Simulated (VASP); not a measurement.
# AgCl in VASP: settings compared

The runs below take AgCl through single point, with PBE, r2SCAN.

All numbers are computed with VASP 6.6.1; they aren't measurements. Logs are shortened: lines on timing, memory, paths and dates and some standing lists are left out, and cuts for length are marked.

### Step 1. The cell of the first run

The typed cell holds 4 atoms: a = 4.146 Å, b = 4.147 Å, c = 5.244 Å, α = 90.00°, β = 90.62°, γ = 90.00°.

### Step 2. Single point, PBE (epitaxial xy strain +5.8%)

Contents of INCAR:

```
  PREC = Accurate
  ENCUT = 520
  EDIFF = 1E-6
  ISMEAR = -1
  SIGMA = 0.02
  LREAL = False
  LASPH = True
  NELM = 60
  ALGO = Normal
  ISIF = 2
  LWAVE = False
  LCHARG = True
  GGA = PE
  LELF = True
  LVHAR = True
  NBANDS = 26
```

Contents of KPOINTS:

```
regular mesh
0
Gamma
  6 6 6
```

Contents of POSCAR:

```
AgCl
1.0
    4.1422767697      0.0000000000      0.1831199253
    0.0000000000      4.1471104063      0.0000000000
   -0.2887366063      0.0000000000      5.2365267091
Ag Cl
2 2
Direct
    0.2500548767      0.2500000000      0.2500031849
    0.7499451233      0.7500000000      0.7499968151
    0.7500376899      0.7500000000      0.2499964645
    0.2499623101      0.2500000000      0.7500035355
```

Potentials or basis: VASP PAW PBE potentials, release 64 (Ag, Cl).

Run with:

```sh
cat potpaw_PBE.64/Ag/POTCAR potpaw_PBE.64/Cl/POTCAR > POTCAR
mpirun -np 1 vasp_std > vasp.out
```

OUTCAR:

```text
PREC = Accurate
   ENCUT = 520
   EDIFF = 1E-6
   ISMEAR = -1
   LREAL = False
   LASPH = True
   NELM = 60
   ISIF = 2
   GGA = PE

 ion  position               nearest neighbor table
   1  0.250  0.250  0.250-   4 2.62   4 2.62   3 2.93   3 2.93   3 2.93   3 2.93
   2  0.750  0.750  0.750-   3 2.62   3 2.62   4 2.93   4 2.93   4 2.93   4 2.93
   3  0.750  0.750  0.250-   2 2.62   2 2.62   1 2.93   1 2.93   1 2.93   1 2.93
   4  0.250  0.250  0.750-   1 2.62   1 2.62   2 2.93   2 2.93   2 2.93   2 2.93

  LATTYP: Found a simple monoclinic cell.
 ALAT       =     4.1463224361
 B/A-ratio  =     1.0001900408
 C/A-ratio  =     1.2648512184
 COS(beta)  =    -0.0109041704

  Lattice vectors:

 A1 = (   4.1422767697,   0.0000000000,   0.1831199253)
 A2 = (   0.0000000000,   4.1471104063,   0.0000000000)
 A3 = (  -0.2887366063,   0.0000000000,   5.2365267091)

Analysis of symmetry for initial positions (statically):
=====================================================================
 Subroutine PRICEL returns:
 Original cell was already a primitive cell.

 Routine SETGRP: Setting up the symmetry group for a
 simple monoclinic supercell.

 Subroutine GETGRP returns: Found  4 space group operations
 (whereof  2 operations were pure point group operations)
 out of a pool of  4 trial point group operations.

The static configuration has the point symmetry S_2 .
 The point group associated with its full space group is C_2h.

Analysis of symmetry for dynamics (positions and initial velocities):
=====================================================================
 Subroutine PRICEL returns:
 Original cell was already a primitive cell.

 Routine SETGRP: Setting up the symmetry group for a
 simple monoclinic supercell.

 Subroutine GETGRP returns: Found  4 space group operations
 (whereof  2 operations were pure point group operations)
 out of a pool of  4 trial point group operations.

The dynamic configuration has the point symmetry S_2 .
 The point group associated with its full space group is C_2h.

 Subroutine INISYM returns: Found  4 space group operations
 (whereof  2 operations are pure point group operations),
 and found     1 'primitive' translations

----------------------------------------------------------------------------------------

                                     Primitive cell

  volume of cell :      90.1748

  direct lattice vectors                    reciprocal lattice vectors
     4.142276770  0.000000000  0.183119925     0.240826102  0.000000000  0.013278899
     0.000000000  4.147110406  0.000000000     0.000000000  0.241131752  0.000000000
    -0.288736606  0.000000000  5.236526709    -0.008421624  0.000000000  0.190501916

  length of vectors
     4.146322436  4.147110406  5.244480985     0.241191917  0.241131752  0.190687974

  position of ions in fractional coordinates (direct lattice)
     0.250054877  0.250000000  0.250003185
     0.749945123  0.750000000  0.749996815
     0.750037690  0.750000000  0.249996465
     0.249962310  0.250000000  0.750003535

  ion indices of the primitive-cell ions
   primitive index   ion index
                 1           1
                 2           2
                 3           3
                 4           4

----------------------------------------------------------------------------------------

 KPOINTS: regular mesh

Automatic generation of k-mesh.
 Grid dimensions read from file:
 generate k-points for:    6    6    6

 Generating k-lattice:

  Cartesian coordinates                     Fractional coordinates (reciprocal lattice)
     0.040137684  0.000000000  0.002213150     0.166666667  0.000000000  0.000000000
     0.000000000  0.040188625  0.000000000     0.000000000  0.166666667  0.000000000
    -0.001403604  0.000000000  0.031750319     0.000000000  0.000000000  0.166666667

  Length of vectors
     0.040198653  0.040188625  0.031781329

  Shift w.r.t. Gamma in fractional coordinates (k-lattice)
     0.000000000  0.000000000  0.000000000

 Subroutine IBZKPT returns following result:
 ===========================================

 Found     80 irreducible k-points:

 Following reciprocal coordinates:
            Coordinates               Weight
  0.000000  0.000000  0.000000      1.000000
  0.166667  0.000000  0.000000      2.000000
  0.333333  0.000000  0.000000      2.000000
  0.500000  0.000000  0.000000      1.000000
  0.000000  0.166667  0.000000      2.000000
  0.166667  0.166667  0.000000      4.000000
[... 16 lines left out ...]
  0.000000  0.166667  0.166667      4.000000
  0.166667  0.166667  0.166667      4.000000
 [... further k-points ...]
   k-points           NKPTS =     80   k-points in BZ     NKDIM =     80   number of bands    NBANDS=     26
   number of dos      NEDOS =    301   number of ions     NIONS =      4
   total plane-waves  NPLWV =  40960
   dimension x,y,z NGX =    32 NGY =   32 NGZ =   40
   dimension x,y,z NGXF=    64 NGYF=   64 NGZF=   80
   ions per type =               2   2
   NGX,Y,Z   is equivalent  to a cutoff of  12.83, 12.83, 12.68 a.u.
   NGXF,Y,Z  is equivalent  to a cutoff of  25.66, 25.66, 25.36 a.u.
 SYSTEM =  unknown system
   PREC   = accura    normal or accurate (medium, high low for compatibility)
   ISTART =      0    job   : 0-new  1-cont  2-samecut
   ICHARG =      2    charge: 1-file 2-atom 10-const
   ISPIN  =      1    spin polarized calculation?
   LNONCOLLINEAR =      F non collinear calculations
   LSORBIT =      F    spin-orbit coupling
   LASPH  =      T    aspherical Exc in radial PAW
   ENCUT  =  520.0 eV  38.22 Ry    6.18 a.u.   7.71  7.71  9.75*2*pi/ulx,y,z
   NELM   =     60;   NELMIN=  2; NELMDL= -5     # of ELM steps
   EDIFF  = 0.1E-05   stopping-criterion for ELM
   LREAL  =      F    real-space projection
[... 7 lines left out ...]
   TEBEG  =    0.0;   TEEND  =   0.0 temperature during run
   PSTRESS=    0.0 pullay stress
   NELECT =      36.0000    total number of electrons
   NUPDOWN=      -1.0000    fix difference up-down
   EMIN   =  10.00;   EMAX   =-10.00  energy-range for DOS
   EFERMI =   0.00;   METHOD = LEGACY
   ISMEAR =    -1;   SIGMA  =   0.02  broadening in eV -4-tet -1-fermi 0-gaus
   EFERMI_NEDOS =   21; number of points for ismear=-14 and -15
   IALGO  =     38    algorithm
   IMIX   =      4    mixing-type and parameters
     AMIX     =   0.40;   BMIX     =  1.00
     AMIX_MAG =   1.60;   BMIX_MAG =  1.00
  volume/ion in A,a.u.               =      22.54       152.13
  Fermi-wavevector in a.u.,A,eV,Ry     =   1.205444  2.277960 19.770576  1.453096
  Thomas-Fermi vector in A             =   2.341141
   LORBIT       =      0    0 simple, 1 ext, 2 COOP (PROOUT), +10 PAW based schemes
   GGA     = PE    functional components
   LHFCALC =     F    Hartree Fock is set to
   AEXX    =    0.0000 exact exchange contribution
   IVDW    =     0    specifies the selected vdW correction
   LEPSILON=     F    determine dielectric tensor
   LRPA    =     F    only Hartree local field effects (RPA)
 non-spin polarized calculation
  energy-cutoff  :      520.00
  volume of cell :       90.17
 maximum number of plane-waves:      2448
   NGX = 15   NGY = 15   NGZ = 19

 number of electron      36.0000011 magnetization

 Free energy of the ion-electron system (eV)
  ---------------------------------------------------
  ext. energy  EPLUGINS =         0.00000000
  ---------------------------------------------------
  free energy    TOTEN  =       -10.76892033 eV

  energy without entropy =      -10.76892033  energy(sigma->0) =      -10.76892033

 E-fermi :   3.7998     XC(G=0):  -9.6581

 val. band max:        3.4281829398   @ k =   0.5000   0.0000   0.5000
 cond. band min:       4.1566550204   @ k =   0.0000   0.0000   0.0000
 fundamental gap:      0.7284720806
 Fermi energy:         3.7997622347

 k-point     1 :       0.0000    0.0000    0.0000
  band No.  band energies     occupation
      1     -11.7137      2.00000
      2     -11.2668      2.00000
      3      -0.9025      2.00000
      4       0.2418      2.00000
      5       0.2432      2.00000
      6       0.6590      2.00000
[... 18 lines left out ...]
     25      13.9863      0.00000
     26      13.9976      0.00000

 k-point     2 :       0.1667    0.0000    0.0000
  band No.  band energies     occupation
      1     -11.6623      2.00000
      2     -11.2720      2.00000
      3      -0.8384      2.00000
      4      -0.2421      2.00000
      5      -0.0453      2.00000
      6       0.2162      2.00000
[... 18 lines left out ...]
     25      13.1221      0.00000
     26      13.4404      0.00000

 k-point     3 :       0.3333    0.0000    0.0000
  band No.  band energies     occupation
      1     -11.5348      2.00000
      2     -11.3056      2.00000
      3      -0.7971      2.00000
      4      -0.6521      2.00000
      5      -0.5588      2.00000
      6      -0.3481      2.00000
[... 18 lines left out ...]
     25      11.9747      0.00000
     26      12.1600      0.00000

 k-point     4 :       0.5000    0.0000    0.0000
  band No.  band energies     occupation
      1     -11.3964      2.00000
      2     -11.3963      2.00000
      3      -0.9392      2.00000
      4      -0.9392      2.00000
      5      -0.4055      2.00000
      6      -0.4052      2.00000
[... 18 lines left out ...]
     25      11.7327      0.00000
     26      11.7346      0.00000

 k-point     5 :       0.0000    0.1667    0.0000
  band No.  band energies     occupation
      1     -11.6623      2.00000
      2     -11.2720      2.00000
      3      -0.8385      2.00000
      4      -0.2428      2.00000
      5      -0.0442      2.00000
      6       0.2182      2.00000
[... 18 lines left out ...]
     25      13.1308      0.00000
     26      13.4419      0.00000

 k-point     6 :       0.1667    0.1667    0.0000
  band No.  band energies     occupation
      1     -11.6173      2.00000
      2     -11.2771      2.00000
      3      -0.7713      2.00000
      4      -0.3539      2.00000
      5      -0.3347      2.00000
      6      -0.2283      2.00000
[... 427 lines left out ...]
 k-point    21 :      -0.3333    0.0000    0.1667
  band No.  band energies     occupation
      1     -11.5059      2.00000
      2     -11.2998      2.00000
      3      -1.1628      2.00000
      4      -0.8055      2.00000
      5      -0.6750      2.00000
      6      -0.3930      2.00000
[... 18 lines left out ...]
     25      11.8618      0.00000
     26      12.5989      0.00000

 k-point    22 :      -0.1667    0.0000    0.1667
  band No.  band energies     occupation
      1     -11.6232      2.00000
      2     -11.2792      2.00000
      3      -1.1660      2.00000
      4      -0.3181      2.00000
      5      -0.2586      2.00000
      6      -0.0940      2.00000
[... 18 lines left out ...]
     25      12.7648      0.00000
     26      13.9428      0.00000

 k-point    23 :       0.0000    0.1667    0.1667
  band No.  band energies     occupation
      1     -11.6216      2.00000
      2     -11.2810      2.00000
      3      -1.1624      2.00000
      4      -0.3151      2.00000
      5      -0.2568      2.00000
      6      -0.0884      2.00000
[... 18 lines left out ...]
     25      12.7946      0.00000
     26      13.8897      0.00000

 k-point    24 :       0.1667    0.1667    0.1667
  band No.  band energies     occupation
      1     -11.5780      2.00000
      2     -11.2839      2.00000
      3      -1.1230      2.00000
      4      -0.4857      2.00000
      5      -0.3679      2.00000
      6      -0.2776      2.00000
[... 18 lines left out ...]
     25      12.5536      0.00000
     26      13.9385      0.00000

 [... further k-points ...]
[... 5 lines left out ...]
  --------------------------------------------------------------------------------------
  -------------------------------------------------------------------------------------
  Total       -0.2839696     -0.2830656      0.6365176      0.0000000      0.0000000     -0.0086612
  in kB       -5.0454174     -5.0293550     11.3092969      0.0000000      0.0000000     -0.1538867
  external PRESSURE =       0.4115082 kB  Pullay stress =       0.0000000 kB

 VOLUME and BASIS-vectors are now :
 -----------------------------------------------------------------------------
  energy-cutoff  :      520.00
  volume of cell :       90.17
      direct lattice vectors                 reciprocal lattice vectors
     4.142276770  0.000000000  0.183119925     0.240826102  0.000000000  0.013278899
     0.000000000  4.147110406  0.000000000     0.000000000  0.241131752  0.000000000
    -0.288736606  0.000000000  5.236526709    -0.008421624  0.000000000  0.190501916

 POSITION                                       TOTAL-FORCE (eV/Angst)
 -----------------------------------------------------------------------------------
      0.96361      1.03678      1.35494        -0.000033      0.000000      0.000024
      2.88993      3.11033      4.06471         0.000033      0.000000     -0.000024
      3.03468      3.11033      1.44646        -0.000106      0.000000      0.000041
      0.81886      1.03678      3.97319         0.000106      0.000000     -0.000041
 -----------------------------------------------------------------------------------
    total drift:                               -0.000000     -0.000000      0.000000

  FREE ENERGIE OF THE ION-ELECTRON SYSTEM (eV)
  ---------------------------------------------------
  free  energy   TOTEN  =       -10.7689203280 eV

  energy  without entropy=      -10.7689203278  energy(sigma->0) =      -10.76892033
```

Run time: 70 s. Hardware: 1 thread of Intel Xeon 6975P-C (Granite Rapids), shared host; peak memory 0.27 GiB.

What came out:

```
Free energy            : -10.7689 eV
Pressure               : 0.0 GPa
Band gap on the k mesh : 0.73 eV
```

Caveat: the cell differs from its parent crystal (epitaxial xy strain +5.8%); semilocal functionals underestimate gaps, and a narrow one can read as zero.

(Continued in part 2 of 2.)
